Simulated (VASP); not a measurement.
Wanted: the native input for a VASP 6.6.1 run.

```yaml
Task: single point
Functional: PBE
Potentials_or_basis: VASP PAW PBE potentials, release 64 (Mo_sv)
Cutoff: 520 eV
k_mesh: 18 × 18 × 18
Occupations: gaussian, width 0.1 eV
Spin: no spin polarisation
Dipole_correction: no
Further_INCAR_settings: ALGO = Normal; EDIFF = 1e-06; NBANDS = 13
```

The structure of Mo lies in POSCAR:

```
Mo
1.0
   -1.5187516411      1.5187516411      1.5187516411
    1.5187516411     -1.5187516411      1.5187516411
    1.5187516411      1.5187516411     -1.5187516411
Mo
1
Direct
    0.0000000000      0.0000000000      0.0000000000
```

The input as run:

INCAR

```
PREC = Accurate
ENCUT = 520
EDIFF = 1E-6
ISMEAR = 0
SIGMA = 0.1
LREAL = False
LASPH = True
NELM = 60
ALGO = Normal
ISIF = 2
LWAVE = False
LCHARG = True
GGA = PE
LELF = True
LVHAR = True
NBANDS = 13
```

KPOINTS

```
regular mesh
0
Gamma
  18 18 18
```

Potentials or basis: VASP PAW PBE potentials, release 64 (Mo_sv).

Launch:

```bash
$ cat potpaw_PBE.64/Mo_sv/POTCAR > POTCAR
$ mpirun -np 1 vasp_std > vasp.out
```

Results of the run:

```yaml
Pressure: 40.9 GPa
Band_gap_on_the_k_mesh: zero (band 7 reaches 19.07 eV, above the bottom of band 8 at 12.84 eV)
```

It took 21 s on 1 thread of Intel(R) Xeon(R) Platinum 8259CL CPU @ 2.50GHz (Skylake/Cascade Lake), on a shared host, peak memory 0.14 GiB.
